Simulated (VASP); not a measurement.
Wanted: the native input for a VASP 6.6.1 run.

| Property | Result |
| --- | --- |
| Task | single point |
| Functional | PBE |
| Potentials or basis | VASP PAW PBE potentials, release 64 (O, S, Sr_sv) |
| Cutoff | 520 eV |
| k mesh | 4 × 4 × 4 |
| Occupations | gaussian, width 0.01 eV |
| Spin | no spin polarisation |
| Dipole correction | no |
| Further INCAR settings | ALGO = Normal; EDIFF = 1e-07; NBANDS = 24 |

The structure of Sr2SO lies in POSCAR:

```
Sr2SO
1.0
    1.9712100359      1.1380786449      6.5231612101
   -1.9712100359      1.1380786449      6.5231612101
    0.0000000000     -2.2761572897      6.5231612101
O S Sr
1 1 2
Direct
    1.0000000000      0.0000000000      0.0000000000
    0.5000000000      0.5000000000      0.5000000000
    0.2608193648      0.2608193648      0.2608193648
    0.7391806352      0.7391806352      0.7391806352
```

The input as run:

INCAR

```
SYSTEM = Sr2SO
ALGO     = Normal         ! electronic algorithm
EDIFF    = 1E-7           ! SCF threshold, eV
ENCUT    = 520            ! plane-wave cutoff, eV
GGA      = PE             ! functional
ISIF     = 2              ! what is computed and relaxed
ISMEAR   = 0              ! smearing method
LASPH    = .TRUE.         ! aspherical terms in the spheres
LCHARG   = .TRUE.         ! write CHGCAR
LELF     = .TRUE.         ! ELF
LREAL    = .FALSE.        ! projectors in reciprocal space
LVHAR    = .TRUE.       
LWAVE    = .FALSE.        ! write WAVECAR
NBANDS   = 24             ! bands
NELM     = 100            ! most SCF steps
PREC     = Accurate       ! precision mode
SIGMA    = 0.01           ! smearing width, eV
```

KPOINTS

```
k-points
0
G
  4 4 4
  0 0 0
```

Potentials or basis: VASP PAW PBE potentials, release 64 (O, S, Sr_sv).

Run with:

```bash
$ cat potpaw_PBE.64/O/POTCAR potpaw_PBE.64/S/POTCAR potpaw_PBE.64/Sr_sv/POTCAR > POTCAR
$ mpirun -np 1 vasp_std > vasp.out
```

Results of the run:

```yaml
Pressure: 1.2 GPa
Largest_force: 0.101 eV/Å
Band_gap_on_the_k_mesh: 2.39 eV, indirect (least direct gap 2.84 eV)
```

Caveat: the k points lie up to 0.47 Å⁻¹ apart.

It took 89 s on 1 thread of Intel(R) Xeon(R) Platinum 8488C (Sapphire Rapids), with other jobs on the host, peak memory 0.36 GiB.
